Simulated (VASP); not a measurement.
# Si3N4 in VASP: notebook, part 2 of 2

VASP 6.6.1.

### Step 4. Single point, PBE+D3(BJ)

This run uses another cell than the first one, of 10.36 Å³/atom.

INCAR

```
SYSTEM = Si3N4
ALGO     = Normal         ! electronic algorithm
EDIFF    = 1E-7           ! SCF threshold, eV
ENCUT    = 520            ! plane-wave cutoff, eV
GGA      = PE             ! functional
ISIF     = 2              ! what is computed and relaxed
ISMEAR   = 0              ! smearing method
IVDW     = 12             ! dispersion correction
LASPH    = .True.         ! aspherical terms in the spheres
LCHARG   = .False.        ! write CHGCAR
LREAL    = .False.        ! projectors in reciprocal space
LWAVE    = .False.        ! write WAVECAR
NBANDS   = 45             ! bands
NELM     = 60             ! most SCF steps
PREC     = Accurate       ! precision mode
SIGMA    = 0.02           ! smearing width, eV
```

KPOINTS

```
k-points
0
Gamma
  6 6 8
  0 0 0
```

POSCAR

```
Si3N4
1.0
    7.5950000000      0.0000000000      0.0000000000
   -3.7975000000      6.5774629417      0.0000000000
    0.0000000000      0.0000000000      2.9023000000
Si N
6 8
Direct
    0.7672532974      0.1735323509      0.3256282924
    0.5937209465      0.7672532974      0.8256282924
    0.8264676491      0.5937209465      0.3256282924
    0.2327467026      0.8264676491      0.8256282924
    0.4062790535      0.2327467026      0.3256282924
    0.1735323509      0.4062790535      0.8256282924
    0.0293322845      0.3298108546      0.3256306166
    0.6995214299      0.0293322845      0.8256306166
    0.6701891454      0.6995214299      0.3256306166
    0.9706677155      0.6701891454      0.8256306166
    0.3004785701      0.9706677155      0.3256306166
    0.3298108546      0.3004785701      0.8256306166
    0.3333333333      0.6666666667     -0.1743767269
    0.6666666667      0.3333333333      0.3256232731
```

Potentials or basis: VASP PAW PBE potentials, release 64 (Si, N).

On the command line:

```
cat potpaw_PBE.64/Si/POTCAR potpaw_PBE.64/N/POTCAR > POTCAR
mpirun -np 1 vasp_std > vasp.out
```

OUTCAR:

```text
SYSTEM = Si3N4
   EDIFF = 1E-7
   ENCUT = 520
   GGA = PE
   ISIF = 2
   ISMEAR = 0
   IVDW = 12
   LASPH = .True.
   LREAL = .False.
   NELM = 60
   PREC = Accurate
 IVDW          = 12

 ion  position               nearest neighbor table
   1  0.767  0.174  0.326-  14 1.73   8 1.73   8 1.73   7 1.73   3 2.99   5 2.99   2 3.05   2 3.05
                             6 3.05   6 3.05
   2  0.594  0.767  0.826-  13 1.73   9 1.73   9 1.73   8 1.73   6 2.99   4 2.99   1 3.05   1 3.05
                             3 3.05   3 3.05
   3  0.826  0.594  0.326-  14 1.73  10 1.73  10 1.73   9 1.73   1 2.99   5 2.99   4 3.05   4 3.05
                             2 3.05   2 3.05
   4  0.233  0.826  0.826-  13 1.73  11 1.73  11 1.73  10 1.73   6 2.99   2 2.99   5 3.05   5 3.05
                             3 3.05   3 3.05
   5  0.406  0.233  0.326-  14 1.73  12 1.73  12 1.73  11 1.73   3 2.99   1 2.99   4 3.05   4 3.05
                             6 3.05   6 3.05
   6  0.174  0.406  0.826-  13 1.73   7 1.73   7 1.73  12 1.73   4 2.99   2 2.99   1 3.05   1 3.05
                             5 3.05   5 3.05
   7  0.029  0.330  0.326-   6 1.73   6 1.73   1 1.73
   8  0.700  0.029  0.826-   1 1.73   1 1.73   2 1.73
   9  0.670  0.700  0.326-   2 1.73   2 1.73   3 1.73
  10  0.971  0.670  0.826-   3 1.73   3 1.73   4 1.73
  11  0.300  0.971  0.326-   4 1.73   4 1.73   5 1.73
  12  0.330  0.300  0.826-   5 1.73   5 1.73   6 1.73
  13  0.333  0.667  0.826-   4 1.73   6 1.73   2 1.73
  14  0.667  0.333  0.326-   1 1.73   3 1.73   5 1.73

  LATTYP: Found a hexagonal cell.
 ALAT       =     7.5950000000
 C/A-ratio  =     0.3821329822

  Lattice vectors:

 A1 = (   7.5950000000,   0.0000000000,   0.0000000000)
 A2 = (  -3.7975000000,   6.5774629417,   0.0000000000)
 A3 = (   0.0000000000,   0.0000000000,   2.9023000000)

Analysis of symmetry for initial positions (statically):
=====================================================================
 Subroutine PRICEL returns:
 Original cell was already a primitive cell.

[... 182 lines left out ...]
 maximum number of plane-waves:      3965
   NGX = 29   NGY = 29   NGZ = 11

 number of electron      64.0000004 magnetization

 Free energy of the ion-electron system (eV)
  ---------------------------------------------------
  ext. energy  EPLUGINS =         0.00000000
  ---------------------------------------------------
  free energy    TOTEN  =      -114.47207807 eV

  energy without entropy =     -114.47207807  energy(sigma->0) =     -114.47207807

 E-fermi :   6.8959     XC(G=0): -10.8262

 val. band max:        6.8009726949   @ k =   0.0000   0.0000   0.1250
 cond. band min:      11.1539002558   @ k =   0.0000   0.0000   0.0000
 fundamental gap:      4.3529275609
 Fermi energy:         6.8958971108

 k-point     1 :       0.0000    0.0000    0.0000
  band No.  band energies     occupation
      1     -11.4428      2.00000
      2      -9.9676      2.00000
      3      -9.9676      2.00000
      4      -9.3311      2.00000
      5      -9.2016      2.00000
      6      -9.2016      2.00000
[... 1117 lines left out ...]
     43      15.1172      0.00000
     44      15.1172      0.00000

 [... further k-points ...]

 [bands above 44 left out]

------------------------ aborting loop because EDIFF is reached ----------------------------------------

 Edisp (eV)   -3.61581

 E8    (eV) :    -1.2873

  FORCE on cell =-STRESS in cart. coord.  units (eV):
  Direction    XX          YY          ZZ          XY          YZ          ZX
  --------------------------------------------------------------------------------------
  -------------------------------------------------------------------------------------
  Total       1.82466     1.82466     1.87224    -0.00000     0.00000     0.00000
  in kB      20.16342    20.16342    20.68922    -0.00000     0.00000     0.00000
  external pressure =       20.34 kB  Pullay stress =        0.00 kB

 VOLUME and BASIS-vectors are now :
 -----------------------------------------------------------------------------
  energy-cutoff  :      520.00
  volume of cell :      144.99
      direct lattice vectors                 reciprocal lattice vectors
     7.595000000  0.000000000  0.000000000     0.131665569  0.076017152  0.000000000
    -3.797500000  6.577462942  0.000000000     0.000000000  0.152034304  0.000000000
     0.000000000  0.000000000  2.902300000     0.000000000  0.000000000  0.344554319

 POSITION                                       TOTAL-FORCE (eV/Angst)
 -----------------------------------------------------------------------------------
      5.16830      1.14140      0.94507         0.002160      0.002850      0.000183
      1.59567      5.04658      2.39622        -0.001388      0.003295      0.000183
      4.02237      3.90518      0.94507        -0.003548      0.000446      0.000183
     -1.37080      5.43606      2.39622        -0.002160     -0.002850      0.000183
      2.20183      1.53088      0.94507         0.001388     -0.003295      0.000183
     -0.22487      2.67229      2.39622         0.003548     -0.000446      0.000183
     -1.02968      2.16932      0.94508        -0.000163     -0.002924     -0.000212
      5.20148      0.19293      2.39623         0.002451     -0.001603     -0.000212
      2.43365      4.60108      0.94508         0.002614      0.001321     -0.000212
      4.82718      4.40814      2.39623         0.000163      0.002924     -0.000212
     -1.40398      6.38453      0.94508        -0.002451      0.001603     -0.000212
      1.36385      1.97639      2.39623        -0.002614     -0.001321     -0.000212
     -0.00000      4.38498      2.39621        -0.000000     -0.000000      0.000089
      3.79750      2.19249      0.94506         0.000000     -0.000000      0.000089
 -----------------------------------------------------------------------------------
    total drift:                                0.000000      0.000000     -0.000691

  FREE ENERGIE OF THE ION-ELECTRON SYSTEM (eV)
  ---------------------------------------------------
  free  energy   TOTEN  =      -118.0878896674 eV

  energy  without entropy=     -118.0878896674  energy(sigma->0) =     -118.08788967
```

OSZICAR:

```text
N       E                     dE             d eps       ncg     rms          rms(c)
DAV:   1     0.287833945251E+03    0.28783E+03   -0.31868E+04  3608   0.132E+03
DAV:   2    -0.107699744680E+03   -0.39553E+03   -0.37539E+03  4596   0.281E+02
DAV:   3    -0.130948425256E+03   -0.23249E+02   -0.23093E+02  4560   0.715E+01
DAV:   4    -0.131315431988E+03   -0.36701E+00   -0.36575E+00  4536   0.963E+00
DAV:   5    -0.131324597972E+03   -0.91660E-02   -0.91532E-02  4394   0.146E+00    0.297E+01
DAV:   6    -0.114608944559E+03    0.16716E+02   -0.58598E+01  4324   0.309E+01    0.133E+01
DAV:   7    -0.114517336286E+03    0.91608E-01   -0.32086E+00  4584   0.736E+00    0.632E+00
DAV:   8    -0.114470431468E+03    0.46905E-01   -0.17742E-01  4393   0.203E+00    0.218E+00
DAV:   9    -0.114469382461E+03    0.10490E-02   -0.40119E-02  4536   0.104E+00    0.310E-01
DAV:  10    -0.114471263366E+03   -0.18809E-02   -0.38078E-03  4102   0.274E-01    0.177E-01
DAV:  11    -0.114472016997E+03   -0.75363E-03   -0.93931E-04  4129   0.158E-01    0.284E-02
DAV:  12    -0.114472056157E+03   -0.39160E-04   -0.53670E-05  4440   0.398E-02    0.111E-02
DAV:  13    -0.114472073779E+03   -0.17622E-04   -0.19253E-05  4033   0.211E-02    0.498E-03
DAV:  14    -0.114472077280E+03   -0.35011E-05   -0.30484E-06  4352   0.931E-03    0.324E-03
DAV:  15    -0.114472078137E+03   -0.85717E-06   -0.18648E-06  4015   0.556E-03    0.212E-03
DAV:  16    -0.114472078071E+03    0.66210E-07   -0.81999E-08  3272   0.161E-03
   1 F= -.11808789E+03 E0= -.11808789E+03  d E =-.129095E-13
```

It took 8.1 min on 1 thread of Intel Xeon 8259CL, shared host; peak memory 0.37 GiB.

Results:

```
Free energy                : -118.0879 eV
Pressure                   : 2.0 GPa
Largest force              : 0.004 eV/Å
Band gap on the k mesh     : 4.35 eV (least direct gap 4.54 eV)
Dispersion energy per atom : -0.258 eV
```

Forces in eV/Å, atoms in the order of the input:
```
Si   0.002  0.003  0.000
Si  -0.001  0.003  0.000
Si  -0.004  0.000  0.000
Si  -0.002 -0.003  0.000
Si   0.001 -0.003  0.000
Si   0.004  0.000  0.000
N    0.000 -0.003  0.000
N    0.002 -0.002  0.000
N    0.003  0.001  0.000
N    0.000  0.003  0.000
N   -0.002  0.002  0.000
N   -0.003 -0.001  0.000
N    0.000  0.000  0.000
N    0.000  0.000  0.000
```

Levels at points of the mesh, in eV from the valence-band top:
| k point | band 29 | band 30 | band 31 | band 32 | band 33 | band 34 | band 35 | band 36 |
| --- | --- | --- | --- | --- | --- | --- | --- | --- |
| (0.00, 0.00, 0.00) | -1.29 | -0.46 | -0.37 | -0.19 | 4.35 | 4.80 | 4.94 | 4.94 |
| (0.50, 0.00, 0.00) | -1.35 | -0.76 | -0.32 | -0.25 | 4.67 | 4.76 | 4.91 | 5.33 |
| (0.00, 0.00, 0.50) | -1.61 | -1.61 | -1.35 | -1.35 | 4.74 | 4.74 | 4.74 | 4.74 |
| (0.50, 0.00, 0.50) | -1.49 | -1.49 | -1.05 | -1.05 | 4.83 | 4.83 | 5.89 | 5.89 |

A k mesh can miss the band edges.

### Step 5. The runs side by side

```csv
cell,gap on the mesh (eV),pressure (GPa),largest force (eV/Å)
"a = 7.539, b = 7.539, c = 2.884 Å, angles 90.0, 90.0, 120.0°, 14 atoms, atomic positions A",4.41,7.5,0.01
"a = 7.595, b = 7.595, c = 2.902 Å, angles 90.0, 90.0, 120.0°, 14 atoms, atomic positions B",1.40,-6.5,2.47
"a = 7.595, b = 7.595, c = 2.902 Å, angles 90.0, 90.0, 120.0°, 14 atoms, atomic positions C",4.35,2.0,-
```

Alike in all rows: task single point; level PBE+D3(BJ); potentials or basis VASP PAW PBE potentials, release 64 (Si, N); no spin polarisation; k mesh 6 × 6 × 8; cutoff (eV) 520; smearing gaussian 0.02 eV.

Caveats: the cell stands under pressure (at least some runs); the stress differs along the axes, from -34 to 7 GPa (at least some runs); forces of over 1 eV/Å act on the atoms, so gaps and moduli don't describe the material at rest (at least some runs).

Total energies depend on the potentials used, so only differences within one code and one set of settings carry meaning.
